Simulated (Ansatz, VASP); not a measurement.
**Two plane-wave programs on CoSiGe3**

```xyz
5
Lattice="5.3338 0.0000 0.0000 -2.6669 4.6192 0.0000 0.0000 0.0000 4.2879" Properties=species:S:1:pos:R:3 pbc="T T T"
Co    0.0000    0.0000    0.0000
Si    0.0000    0.0000    2.1439
Ge    2.6669    0.0000    0.0000
Ge   -1.3335    2.3096    0.0000
Ge    1.3335    2.3096    0.0000
```

Alike in both runs: functional PBE; k mesh 6 × 6 × 4; occupations gaussian, width 0.1 eV; no spin polarisation.

Ansatz relaxed the structure, and its values are those at the end. VASP's run is a single point on that final structure, the one shown.

|  | VASP | Ansatz |
| --- | --- | --- |
| version | VASP 6.6.1 | Ansatz 0.2.0 |
| potentials or method | VASP PAW PBE potentials, release 64 (Co, Si, Ge_d), cutoff 520 eV | scalar-relativistic, plane waves, PAW |
| valence electrons in the cell | 55 | 63 |

|  | VASP | Ansatz | Ansatz less VASP |
| --- | --- | --- | --- |
| gap on the k mesh at the Fermi level (eV) | none | none | - |
| pressure (GPa) | 0.1 | 0.0 | -0.11 |

A gap of «none» marks a metal or a gap that the smearing closes. The functional is the same, so the differences come from potentials, cutoffs and numerics. VASP's potentials hold 55 valence electrons a cell and Ansatz's 63, so a difference there can come from the potentials and not from the codes.

The k mesh is coarse, so the values compare programs but aren't converged.
